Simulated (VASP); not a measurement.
# SiC (P6_3mc) in VASP: settings compared, part 2 of 2

VASP 6.6.1. The steps go on from the part before.

## Step 4: Single point, LDA

File INCAR:

```
SYSTEM = SiC
  ALGO = Normal
  EDIFF = 1E-6
  ENCUT = 520
  ISIF = 2
  ISMEAR = -1
  LASPH = .TRUE.
  LCHARG = .TRUE.
  LELF = .TRUE.
  LREAL = .FALSE.
  LVHAR = .TRUE.
  LWAVE = .FALSE.
  NBANDS = 26
  NELM = 100
  PREC = Accurate
  SIGMA = 0.05
```

File KPOINTS:

```
k-points
0
G
  10 10 3
  0 0 0
```

File POSCAR:

```
SiC
1.0
    3.1161684510      0.0000000000      0.0000000000
   -1.5580842255      2.6986810411      0.0000000000
    0.0000000000      0.0000000000     10.2031701838
Si C
4 4
Direct
    0.0000000000      0.0000000000      0.1878943800
    0.0000000000      0.0000000000      0.6878943800
    0.3333333333      0.6666666667      0.4378419800
    0.6666666667      0.3333333333      0.9378419800
    0.0000000000      0.0000000000      0.0004600500
    0.0000000000      0.0000000000      0.5004600500
    0.3333333333      0.6666666667      0.2498025900
    0.6666666667      0.3333333333      0.7498025900
```

Potentials or basis: VASP PAW LDA potentials, release 64 (Si, C).

Launch:

```bash
cat potpaw_LDA.64/Si/POTCAR potpaw_LDA.64/C/POTCAR > POTCAR
mpirun -np 1 vasp_std > vasp.out
```

OUTCAR:

```text
SYSTEM = SiC
   EDIFF = 1E-6
   ENCUT = 520
   ISIF = 2
   ISMEAR = -1
   LASPH = .TRUE.
   LREAL = .FALSE.
   NELM = 100
   PREC = Accurate

 ion  position               nearest neighbor table
   1  0.000  0.000  0.188-   7 1.91   7 1.91   7 1.91   5 1.91   3 3.12   3 3.12   3 3.12   4 3.12
                             4 3.12   4 3.12
   2  0.000  0.000  0.688-   8 1.91   8 1.91   8 1.91   6 1.91   4 3.12   4 3.12   4 3.12   3 3.12
                             3 3.12   3 3.12
   3  0.333  0.667  0.438-   6 1.91   6 1.91   6 1.91   7 1.92   1 3.12   1 3.12   1 3.12   2 3.12
                             2 3.12   2 3.12
   4  0.667  0.333  0.938-   5 1.91   5 1.91   5 1.91   8 1.92   2 3.12   2 3.12   2 3.12   1 3.12
                             1 3.12   1 3.12
   5  0.000  0.000  0.000-   4 1.91   4 1.91   4 1.91   1 1.91
   6  0.000  0.000  0.500-   3 1.91   3 1.91   3 1.91   2 1.91
   7  0.333  0.667  0.250-   1 1.91   1 1.91   1 1.91   3 1.92
   8  0.667  0.333  0.750-   2 1.91   2 1.91   2 1.91   4 1.92

  LATTYP: Found a hexagonal cell.
 ALAT       =     3.1161684510
 C/A-ratio  =     3.2742678531

  Lattice vectors:

[... 198 lines left out ...]

 k-point     1 :       0.0000    0.0000    0.0000
  band No.  band energies     occupation
      1      -7.3892      2.00000
      2      -6.2397      2.00000
      3      -6.2078      2.00000
      4      -3.9055      2.00000
      5      -0.7090      2.00000
      6       3.4279      2.00000
[... 685 lines left out ...]
     25      15.3462      0.00000
     26      16.2497      0.00000

 [... further k-points ...]

------------------------ aborting loop because EDIFF is reached ----------------------------------------

  FORCE on cell =-STRESS in cart. coord.  units (eV):
  Direction    XX          YY          ZZ          XY          YZ          ZX
  --------------------------------------------------------------------------------------
  -------------------------------------------------------------------------------------
  Total       -6.0342702     -6.0342702     -6.0000033      0.0000000      0.0000000      0.0000000
  in kB     -112.6750393   -112.6750393   -112.0351897      0.0000000      0.0000000      0.0000000
  external PRESSURE =    -112.4617561 kB  Pullay stress =       0.0000000 kB

 VOLUME and BASIS-vectors are now :
 -----------------------------------------------------------------------------
  energy-cutoff  :      520.00
  volume of cell :       85.80
      direct lattice vectors                 reciprocal lattice vectors
     3.116168451  0.000000000  0.000000000     0.320906914  0.185275693  0.000000000
    -1.558084226  2.698681041  0.000000000     0.000000000  0.370551386  0.000000000
     0.000000000  0.000000000 10.203170184     0.000000000  0.000000000  0.098008754

 POSITION                                       TOTAL-FORCE (eV/Angst)
 -----------------------------------------------------------------------------------
      0.00000      0.00000      1.91712         0.000000     -0.000000     -0.007996
      0.00000      0.00000      7.01870        -0.000000      0.000000     -0.007996
     -0.00000      1.79912      4.46738        -0.000000     -0.000000      0.016389
      1.55808      0.89956      9.56896        -0.000000      0.000000      0.016389
      0.00000      0.00000      0.00469        -0.000000     -0.000000     -0.002568
      0.00000      0.00000      5.10628         0.000000      0.000000     -0.002568
     -0.00000      1.79912      2.54878         0.000000      0.000000     -0.005825
      1.55808      0.89956      7.65036        -0.000000     -0.000000     -0.005825
 -----------------------------------------------------------------------------------
    total drift:                               -0.000000     -0.000000     -0.000290

  FREE ENERGIE OF THE ION-ELECTRON SYSTEM (eV)
  ---------------------------------------------------
  free  energy   TOTEN  =       -66.4154284013 eV

  energy  without entropy=      -66.4154284012  energy(sigma->0) =      -66.41542840
```

stdout:

```text
POSCAR found type information on POSCAR SiC
 POSCAR found :  2 types and       8 ions
 scaLAPACK will be used
 LDA part: xc-table for (Slater(with rela. corr.)+CA(PZ))
 , standard interpolation
 POSCAR, INCAR and KPOINTS ok, starting setup
 FFT: planning ... GRIDC
 FFT: planning ... GRID_SOFT
 FFT: planning ... GRID
 WAVECAR not read
 entering main loop
```

Run time: 82 s. Hardware: 1 thread of Intel Xeon 8259CL, shared host; peak memory 0.19 GiB.

Results:

- Free energy: -66.4154 eV
- Pressure: -11.2 GPa
- Largest force: 0.016 eV/Å
- Band gap on the k mesh: 2.16 eV (least direct gap 3.27 eV)

Forces in eV/Å, atoms in the order of the input:
```
Si   0.000  0.000 -0.008
Si   0.000  0.000 -0.008
Si   0.000  0.000  0.016
Si   0.000  0.000  0.016
C    0.000  0.000 -0.003
C    0.000  0.000 -0.003
C    0.000  0.000 -0.006
C    0.000  0.000 -0.006
```

Caveat: the cell stands under tension; an odd mesh through Γ misses points on the zone boundary, where band edges can lie.

## Step 5: Single point, PBEsol+D3(BJ)

This run uses another cell than the first one, of 10.93 Å³/atom.

File INCAR:

```
PREC     = Accurate       # precision mode
ENCUT    = 520            # plane-wave cutoff, eV
EDIFF    = 1E-7           # SCF threshold, eV
ISMEAR   = -1             # smearing method
SIGMA    = 0.05           # smearing width, eV
LREAL    = False          # projectors in reciprocal space
LASPH    = True           # aspherical terms in the spheres
NELM     = 100            # most SCF steps
ALGO     = Normal         # electronic algorithm
ISIF     = 2              # what is computed and relaxed
LWAVE    = False          # write WAVECAR
LCHARG   = False          # write CHGCAR
GGA      = PS             # functional
IVDW     = 12             # dispersion correction
NBANDS   = 26             # bands
```

File KPOINTS:

```
regular mesh
0
Gamma
  10 10 3
```

Changes to POSCAR since step 4:

```diff
@@ -2,5 +2,5 @@
 1.0
-    3.1161684510      0.0000000000      0.0000000000
-   -1.5580842255      2.6986810411      0.0000000000
-    0.0000000000      0.0000000000     10.2031701838
+    3.1360171929      0.0000000000      0.0000000000
+   -1.5680085964      2.7158705557      0.0000000000
+    0.0000000000      0.0000000000     10.2681602811
 Si C
```

Potentials or basis: VASP PAW PBE potentials, release 64 (Si, C).

Launch:

```bash
cat potpaw_PBE.64/Si/POTCAR potpaw_PBE.64/C/POTCAR > POTCAR
mpirun -np 1 vasp_std > vasp.out
```

It took 86 s on 1 thread of Intel Xeon 8259CL, shared host; peak memory 0.22 GiB.

Results (log left out):

| Item | Value |
| --- | --- |
| Free energy | -65.3377 eV |
| Pressure | -14.3 GPa |
| Largest force | 0.014 eV/Å |
| Band gap on the k mesh | 2.09 eV (least direct gap 3.20 eV) |
| Dispersion energy per atom | -0.229 eV |

Forces on the atoms (eV/Å):
```
Si   0.000  0.000 -0.004
Si   0.000  0.000 -0.004
Si   0.000  0.000  0.014
Si   0.000  0.000  0.014
C    0.000  0.000 -0.003
C    0.000  0.000 -0.003
C    0.000  0.000 -0.006
C    0.000  0.000 -0.006
```

Levels at points of the mesh, in eV from the valence-band top:
```
           k point  band 12  band 13  band 14  band 15  band 16  band 17  band 18  band 19  band 20  band 21
(0.00, 0.00, 0.00)    -0.58    -0.58    -0.05     0.00     0.00     4.56     5.14     5.61     5.75     6.57
(0.50, 0.00, 0.00)    -2.33    -2.30    -2.17    -1.55    -1.11     2.09     2.19     3.94     4.33     4.96
```

Caveat: the cell stands under tension; the PAW data sets were made with another functional, which shifts forces and pressure a little; an odd mesh through Γ misses points on the zone boundary, where band edges can lie.

## Step 6: The runs side by side

| level | potentials or basis | cell | gap on the mesh (eV) | pressure (GPa) | largest force (eV/Å) |
| --- | --- | --- | --- | --- | --- |
| PBEsol+D3(BJ) | VASP PAW PBE potentials, release 64 (Si, C) | a = 3.116, b = 3.116, c = 10.203 Å, angles 90.0, 90.0, 120.0°, 8 atoms | 2.10 | -10.9 | 0.01 |
| BLYP+D3(BJ) | VASP PAW PBE potentials, release 64 (Si, C) | a = 3.116, b = 3.116, c = 10.203 Å, angles 90.0, 90.0, 120.0°, 8 atoms | 2.52 | -8.6 | 0.02 |
| LDA | VASP PAW LDA potentials, release 64 (Si, C) | a = 3.116, b = 3.116, c = 10.203 Å, angles 90.0, 90.0, 120.0°, 8 atoms | 2.16 | -11.2 | 0.02 |
| PBEsol+D3(BJ) | VASP PAW PBE potentials, release 64 (Si, C) | a = 3.136, b = 3.136, c = 10.268 Å, angles 90.0, 90.0, 120.0°, 8 atoms | 2.09 | -14.3 | 0.01 |

Alike in all rows: task single point; no spin polarisation; k mesh 10 × 10 × 3; cutoff (eV) 520; smearing fermi-dirac 0.05 eV.

Caveats: the cell stands under tension; an odd mesh through Γ misses points on the zone boundary, where band edges can lie; the PAW data sets were made with another functional, which shifts forces and pressure a little (at least some runs).

Total energies depend on the potentials used, so only differences within one code and one set of settings carry meaning.
